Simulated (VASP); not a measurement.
A run of VASP 6.6.1 is set up as follows.

INCAR

```
ALGO = Normal
EDIFF = 1E-6
ENCUT = 520
GGA = PS
ISIF = 2
ISMEAR = -1
LASPH = T
LCHARG = T
LELF = T
LREAL = Auto
LVHAR = T
LWAVE = F
NBANDS = 398
NELM = 100
PREC = Accurate
SIGMA = 0.05
```

File KPOINTS:

```
k-points
0
Gamma
  1 1 1
```

Contents of POSCAR:

```
In2O3
1.0
   10.4662810000      0.0000000000      0.0000000000
    0.0000000000     10.4662810000      0.0000000000
    0.0000000000      0.0000000000     10.4662810000
In O
32 48
Direct
    0.2925360000      0.3585230000      0.2686250000
    0.6614890000      0.9907560000      0.2235810000
    0.9583690000      0.1276260000      0.7108340000
    0.2422930000      0.4480960000      0.9976160000
    0.7872140000      0.9902030000      0.9256840000
    0.8639410000      0.3430350000      0.5053310000
    0.0059580000      0.7009950000      0.8711910000
    0.9864240000      0.4592920000      0.1828150000
    0.2855310000      0.0220180000      0.2708010000
    0.3956680000      0.1791550000      0.9725070000
    0.5111590000      0.6363210000      0.2440470000
    0.7511150000      0.6335680000      0.0545170000
    0.1925360000      0.9405440000      0.9300930000
    0.6089760000      0.1859960000      0.4857830000
    0.5277240000      0.0063970000      0.7200550000
    0.9511290000      0.8703730000      0.1963210000
    0.6291060000      0.3173730000      0.1217310000
    0.5910470000      0.5159530000      0.5018630000
    0.2544580000      0.5817520000      0.4673980000
    0.1397460000      0.8438870000      0.5680020000
    0.9666060000      0.1941200000      0.0344320000
    0.2086010000      0.7355630000      0.1661540000
    0.4502530000      0.8425520000      0.4467790000
    0.2841890000      0.1585780000      0.5550660000
    0.4438460000      0.3999430000      0.7682440000
    0.6890670000      0.6956560000      0.7560630000
    0.3518440000      0.6829910000      0.7682420000
    0.8665710000      0.6717220000      0.4161590000
    0.7464470000      0.3564120000      0.8042140000
    0.1233790000      0.3951630000      0.7292090000
    0.7949400000      0.9364940000      0.5458400000
    0.4905360000      0.8718970000      0.9987790000
    0.4695560000      0.9371540000      0.2658340000
    0.4237530000      0.4748210000      0.3836800000
    0.9852500000      0.9588820000      0.6088110000
    0.3879050000      0.5470320000      0.9050670000
    0.5927150000      0.6986160000      0.4162750000
    0.1108010000      0.3111080000      0.1105410000
    0.3385250000      0.7098420000      0.3145620000
    0.3250530000      0.1921060000      0.3646660000
    0.1869250000      0.5361500000      0.1735560000
    0.0786790000      0.5171180000      0.8880250000
    0.6247160000      0.5111640000      0.1485270000
    0.6052100000      0.0338710000      0.0250380000
    0.8211540000      0.7822550000      0.9087720000
    0.6185080000      0.7730700000      0.1208490000
    0.6385380000      0.1866650000      0.2845700000
    0.4093340000      0.3286840000      0.1098560000
    0.0314390000      0.0529330000      0.8949140000
    0.7243440000      0.9847850000      0.7389380000
    0.8147440000      0.1484660000      0.5261370000
    0.4618640000      0.1954070000      0.6383950000
    0.9254300000      0.3629490000      0.6935090000
    0.8384520000      0.3418530000      0.1031210000
    0.0171770000      0.4166240000      0.3830480000
    0.9011430000      0.6493270000      0.2001580000
    0.8568270000      0.0280050000      0.1151900000
    0.3800830000      0.0165380000      0.8524600000
    0.1507380000      0.4034470000      0.4180090000
    0.3289760000      0.7403640000      0.5770810000
    0.8094460000      0.8758600000      0.3433020000
    0.3158760000      0.7898370000      0.0056330000
    0.1315040000      0.8915620000      0.2748170000
    0.2667570000      0.0643850000      0.0780140000
    0.2797010000      0.4909270000      0.6529980000
    0.2776350000      0.3045600000      0.8547990000
    0.8365480000      0.1895960000      0.8690740000
    0.1219470000      0.2164440000      0.6377750000
    0.1617070000      0.7921350000      0.7744580000
    0.8021370000      0.7380790000      0.5984520000
    0.7623210000      0.5437010000      0.8718660000
    0.5846980000      0.9803870000      0.5226760000
    0.2806060000      0.9707120000      0.4891370000
    0.0605640000      0.8023780000      0.0369910000
    0.5394910000      0.5664810000      0.6882050000
    0.6660740000      0.3501660000      0.6015580000
    0.5236680000      0.8070140000      0.8025810000
    0.0680770000      0.6832560000      0.4706540000
    0.7759020000      0.4946220000      0.4126570000
    0.5713910000      0.2979560000      0.9036610000
```

Potentials or basis: VASP PAW PBE potentials, release 64 (In_d, O).

Run with:

```console
$ cat potpaw_PBE.64/In_d/POTCAR potpaw_PBE.64/O/POTCAR > POTCAR
$ mpirun -np 1 vasp_gam > vasp.out
```

What does it give for the pressure?

-1.8 GPa.

Predict the band gap on the k mesh.

2.43 eV.

Stress tensor (GPa, compression positive):
```
-3.66  0.23  0.02
 0.23  0.00  0.11
 0.02  0.11 -1.81
```

Caveat: the k points lie up to 0.60 Å⁻¹ apart; the PAW data sets were made with another functional, which shifts forces and pressure a little; spin-orbit coupling is left out, which moves the levels of the heavy elements.
